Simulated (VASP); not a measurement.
# Sn (Fd-3m) in VASP: a series of runs

Sn is run at these levels: PBE; tasks: electric field gradients.

Program: VASP 6.6.1. These are calculated values, not measurements. Logs are shortened: lines on timing, memory, paths and dates and some standing lists are left out, and cuts for length are marked.

## 1. The cell of the first run

Symmetry: Fd-3m, No. 227, cubic system. Conventional cell: a = 6.359 Å, b = 6.359 Å, c = 6.359 Å, α = 90.00°, β = 90.00°, γ = 90.00°. Sn (site symmetry -43m) has 4 Sn at 2.75 Å within 3.6 Å.

## 2. Electric field gradients, PBE (volume scaled by 0.94)

Contents of INCAR:

```
  ALGO = Normal
  EDIFF = 1E-8
  ENCUT = 520
  GGA = PE
  ISIF = 2
  ISMEAR = -1
  LASPH = True
  LCHARG = False
  LEFG = True
  LREAL = False
  LWAVE = False
  NBANDS = 21
  NELM = 60
  PREC = Accurate
  SIGMA = 0.03
```

Contents of KPOINTS:

```
k-points
0
Gamma
  9 9 9
```

Contents of POSCAR:

```
Sn
1.0
    0.0000000000      3.1793446744      3.1793446744
    3.1793446744      0.0000000000      3.1793446744
    3.1793446744      3.1793446744      0.0000000000
Sn
2
Direct
    0.5000000000      0.5000000000      0.5000000000
    0.7500000000      0.7500000000      0.7500000000
```

Potentials or basis: VASP PAW PBE potentials, release 64 (Sn_d).

Launch:

```
$ cat potpaw_PBE.64/Sn_d/POTCAR > POTCAR
$ mpirun -np 1 vasp_std > vasp.out
```

OUTCAR:

```text
EDIFF = 1E-8
   ENCUT = 520
   GGA = PE
   ISIF = 2
   ISMEAR = -1
   LASPH = True
   LREAL = False
   NELM = 60
   PREC = Accurate

 ion  position               nearest neighbor table
   1  0.500  0.500  0.500-   2 2.75   2 2.75   2 2.75   2 2.75
   2  0.750  0.750  0.750-   1 2.75   1 2.75   1 2.75   1 2.75

  LATTYP: Found a face centered cubic cell.
 ALAT       =     6.3586893488

  Lattice vectors:

 A1 = (   0.0000000000,   3.1793446744,   3.1793446744)
 A2 = (   3.1793446744,   0.0000000000,   3.1793446744)
 A3 = (   3.1793446744,   3.1793446744,   0.0000000000)

Analysis of symmetry for initial positions (statically):
=====================================================================
 Subroutine PRICEL returns:
 Original cell was already a primitive cell.

 Routine SETGRP: Setting up the symmetry group for a
 face centered cubic supercell.

 Subroutine GETGRP returns: Found 48 space group operations
 (whereof 24 operations were pure point group operations)
 out of a pool of 48 trial point group operations.

The static configuration has the point symmetry T_d .
 The point group associated with its full space group is O_h .

Analysis of symmetry for dynamics (positions and initial velocities):
=====================================================================
 Subroutine PRICEL returns:
 Original cell was already a primitive cell.

 Routine SETGRP: Setting up the symmetry group for a
 face centered cubic supercell.

 Subroutine GETGRP returns: Found 48 space group operations
 (whereof 24 operations were pure point group operations)
 out of a pool of 48 trial point group operations.

The dynamic configuration has the point symmetry T_d .
 The point group associated with its full space group is O_h .

 Subroutine INISYM returns: Found 48 space group operations
 (whereof 24 operations are pure point group operations),
 and found     1 'primitive' translations

----------------------------------------------------------------------------------------

                                     Primitive cell

  volume of cell :      64.2751

  direct lattice vectors                    reciprocal lattice vectors
     0.000000000  3.179344674  3.179344674    -0.157265113  0.157265113  0.157265113
     3.179344674  0.000000000  3.179344674     0.157265113 -0.157265113  0.157265113
     3.179344674  3.179344674  0.000000000     0.157265113  0.157265113 -0.157265113

  length of vectors
     4.496272358  4.496272358  4.496272358     0.272391166  0.272391166  0.272391166

  position of ions in fractional coordinates (direct lattice)
     0.500000000  0.500000000  0.500000000
     0.750000000  0.750000000  0.750000000

  ion indices of the primitive-cell ions
   primitive index   ion index
                 1           1
                 2           2

----------------------------------------------------------------------------------------

 KPOINTS: k-points

Automatic generation of k-mesh.
 Grid dimensions read from file:
 generate k-points for:    9    9    9

 Generating k-lattice:

  Cartesian coordinates                     Fractional coordinates (reciprocal lattice)
    -0.017473901  0.017473901  0.017473901     0.111111111  0.000000000  0.000000000
     0.017473901 -0.017473901  0.017473901     0.000000000  0.111111111  0.000000000
     0.017473901  0.017473901 -0.017473901     0.000000000  0.000000000  0.111111111

  Length of vectors
     0.030265685  0.030265685  0.030265685

  Shift w.r.t. Gamma in fractional coordinates (k-lattice)
     0.000000000  0.000000000  0.000000000

 Subroutine IBZKPT returns following result:
 ===========================================

 Found     35 irreducible k-points:

 Following reciprocal coordinates:
            Coordinates               Weight
  0.000000  0.000000  0.000000      1.000000
  0.111111  0.000000  0.000000      8.000000
  0.222222  0.000000  0.000000      8.000000
  0.333333  0.000000  0.000000      8.000000
  0.444444  0.000000  0.000000      8.000000
  0.111111  0.111111  0.000000      6.000000
[... 16 lines left out ...]
 -0.333333  0.333333  0.000000     12.000000
  0.444444  0.444444  0.000000      6.000000
 [... further k-points ...]
   k-points           NKPTS =     35   k-points in BZ     NKDIM =     35   number of bands    NBANDS=     21
   number of dos      NEDOS =    301   number of ions     NIONS =      2
   total plane-waves  NPLWV =  46656
   dimension x,y,z NGX =    36 NGY =   36 NGZ =   36
   dimension x,y,z NGXF=    72 NGYF=   72 NGZF=   72
   ions per type =               2
   NGX,Y,Z   is equivalent  to a cutoff of  13.31, 13.31, 13.31 a.u.
   NGXF,Y,Z  is equivalent  to a cutoff of  26.62, 26.62, 26.62 a.u.
 SYSTEM =  unknown system
   PREC   = accura    normal or accurate (medium, high low for compatibility)
   ISTART =      0    job   : 0-new  1-cont  2-samecut
   ICHARG =      2    charge: 1-file 2-atom 10-const
   ISPIN  =      1    spin polarized calculation?
   LNONCOLLINEAR =      F non collinear calculations
   LSORBIT =      F    spin-orbit coupling
   LASPH  =      T    aspherical Exc in radial PAW
   ENCUT  =  520.0 eV  38.22 Ry    6.18 a.u.   8.36  8.36  8.36*2*pi/ulx,y,z
   NELM   =     60;   NELMIN=  2; NELMDL= -5     # of ELM steps
   EDIFF  = 0.1E-07   stopping-criterion for ELM
   LREAL  =      F    real-space projection
   EDIFFG = 0.1E-06   stopping-criterion for IOM
   NSW    =      0    number of steps for IOM
   IBRION =     -1    ionic relax: 0-MD 1-quasi-New 2-CG
   NFREE  =      0    steps in history (QN), initial steepest desc. (CG)
   ISIF   =      2    stress and relaxation
   ISYM   =      2    0-nonsym 1-usesym 2-fastsym
   POTIM  = 0.5000    time-step for ionic-motion
   TEBEG  =    0.0;   TEEND  =   0.0 temperature during run
   PSTRESS=    0.0 pullay stress
   NELECT =      28.0000    total number of electrons
   NUPDOWN=      -1.0000    fix difference up-down
   EMIN   =  10.00;   EMAX   =-10.00  energy-range for DOS
   EFERMI =   0.00;   METHOD = LEGACY
   ISMEAR =    -1;   SIGMA  =   0.03  broadening in eV -4-tet -1-fermi 0-gaus
   EFERMI_NEDOS =   21; number of points for ismear=-14 and -15
   IALGO  =     38    algorithm
   IMIX   =      4    mixing-type and parameters
     AMIX     =   0.40;   BMIX     =  1.00
     AMIX_MAG =   1.60;   BMIX_MAG =  1.00
  volume/ion in A,a.u.               =      32.14       216.87
  Fermi-wavevector in a.u.,A,eV,Ry     =   1.241023  2.345194 20.954857  1.540139
  Thomas-Fermi vector in A             =   2.375439
   LORBIT       =      0    0 simple, 1 ext, 2 COOP (PROOUT), +10 PAW based schemes
   GGA     = PE    functional components
   LHFCALC =     F    Hartree Fock is set to
   AEXX    =    0.0000 exact exchange contribution
   IVDW    =     0    specifies the selected vdW correction
   LEPSILON=     F    determine dielectric tensor
   LRPA    =     F    only Hartree local field effects (RPA)
 non-spin polarized calculation
  energy-cutoff  :      520.00
  volume of cell :       64.28
 maximum number of plane-waves:      1759
 NGX is ok and might be reduce to    36
   NGX = 17   NGY = 17   NGZ = 17

 number of electron      28.0000003 magnetization

 Free energy of the ion-electron system (eV)
  ---------------------------------------------------
  ext. energy  EPLUGINS =         0.00000000
  ---------------------------------------------------
  free energy    TOTEN  =        -7.51433198 eV

  energy without entropy =       -7.51394163  energy(sigma->0) =       -7.51413681

 E-fermi :   6.3890     XC(G=0):  -9.1461

 val. band max:        6.1434900416   @ k =   0.1111   0.0000   0.0000
 cond. band min:       6.4017210524   @ k =   0.0000   0.0000   0.0000
 fundamental gap:      0.2582310108
 Fermi energy:         6.3889862390

 k-point     1 :       0.0000    0.0000    0.0000
  band No.  band energies     occupation
      1     -15.5052      2.00000
      2     -15.5052      2.00000
      3     -15.5052      2.00000
      4     -15.4367      2.00000
      5     -15.4367      2.00000
      6     -15.0739      2.00000
[... 13 lines left out ...]
     20      14.4245      0.00000
     21      14.4245      0.00000

 k-point     2 :       0.1111    0.0000    0.0000
  band No.  band energies     occupation
      1     -15.5160      2.00000
      2     -15.5160      2.00000
      3     -15.5018      2.00000
      4     -15.4216      2.00000
      5     -15.4216      2.00000
      6     -15.0938      2.00000
[... 13 lines left out ...]
     20      13.5414      0.00000
     21      13.5414      0.00000
[... 487 lines left out ...]
      5     -15.2788      2.00000
      6     -15.2562      2.00000
[... 13 lines left out ...]
     20      13.7747      0.00000
     21      17.1685      0.00000

 k-point    24 :       0.4444    0.4444    0.0000
  band No.  band energies     occupation
      1     -15.5631      2.00000
      2     -15.5631      2.00000
      3     -15.4429      2.00000
      4     -15.3735      2.00000
      5     -15.2774      2.00000
      6     -15.2114      2.00000
[... 13 lines left out ...]
     20      16.6659      0.00000
     21      16.6750      0.00000

 [... further k-points ...]
[... 5 lines left out ...]
  --------------------------------------------------------------------------------------
  -------------------------------------------------------------------------------------
  Total        2.7069469      2.7069469      2.7069469      0.0000000      0.0000000      0.0000000
  in kB       67.4757130     67.4757130     67.4757130      0.0000000      0.0000000      0.0000000
  external PRESSURE =      67.4757130 kB  Pullay stress =       0.0000000 kB

 VOLUME and BASIS-vectors are now :
 -----------------------------------------------------------------------------
  energy-cutoff  :      520.00
  volume of cell :       64.28
      direct lattice vectors                 reciprocal lattice vectors
     0.000000000  3.179344674  3.179344674    -0.157265113  0.157265113  0.157265113
     3.179344674  0.000000000  3.179344674     0.157265113 -0.157265113  0.157265113
     3.179344674  3.179344674  0.000000000     0.157265113  0.157265113 -0.157265113

 POSITION                                       TOTAL-FORCE (eV/Angst)
 -----------------------------------------------------------------------------------
      3.17934      3.17934      3.17934        -0.000000      0.000000     -0.000000
      4.76902      4.76902      4.76902         0.000000      0.000000      0.000000
 -----------------------------------------------------------------------------------
    total drift:                                0.000000      0.000000      0.000000

  FREE ENERGIE OF THE ION-ELECTRON SYSTEM (eV)
  ---------------------------------------------------
  free  energy   TOTEN  =        -7.5143319822 eV

  energy  without entropy=       -7.5139416306  energy(sigma->0) =       -7.51413681

 Electric field gradients (V/A^2)
---------------------------------------------------------------------
 ion       V_xx      V_yy      V_zz      V_xy      V_xz      V_yz
---------------------------------------------------------------------
   1       0.000     0.000     0.000    -0.002    -0.002    -0.002
   2      -0.000    -0.000     0.000    -0.002    -0.002    -0.002
---------------------------------------------------------------------

 Electric field gradients after diagonalization (V/A^2)
 (convention: |V_zz| > |V_xx| > |V_yy|)
----------------------------------------------------------------------
 ion       V_xx      V_yy      V_zz     asymmetry (V_yy - V_xx)/ V_zz
----------------------------------------------------------------------
   1       0.002     0.002    -0.004       0.000
   2       0.002     0.002    -0.004       0.000
----------------------------------------------------------------------

           NMR quadrupolar parameters

 Cq : quadrupolar parameter    Cq=e*Q*V_zz/h
 eta: asymmetry parameters     (V_yy - V_xx)/ V_zz
 Q  : nuclear electric quadrupole moment in mb (millibarn)
----------------------------------------------------------------------
 ion       Cq(MHz)       eta       Q (mb)
----------------------------------------------------------------------
   1      -0.000       0.000       1.000
   2      -0.000       0.000       1.000
----------------------------------------------------------------------
```

Run time: 49 s. Hardware: 1 thread of Intel Xeon Platinum 8259CL at 2.50GHz (Skylake/Cascade Lake), shared host; peak memory 0.21 GiB.

Results:

| Property | Result |
| --- | --- |
| Free energy | -7.5143 eV |
| Pressure | 6.7 GPa |
| Band gap on the k mesh | zero (filled and empty bands touch) |

Levels at points of the mesh, in eV from the Fermi level:
```tsv
k point	band 10	band 11	band 12	band 13	band 14	band 15	band 16	band 17	band 18	band 19
(0.00, 0.00, 0.00)	-21.45	-11.11	-0.28	0.01	0.01	0.01	2.09	2.09	2.09	4.98
```

Caveat: without QUAD_EFG the Cq values of the log hold for a quadrupole moment of 1 mb, not for the nuclei; spin-orbit coupling is left out, which moves the levels of the heavy elements.

[end of part 1 of 2]
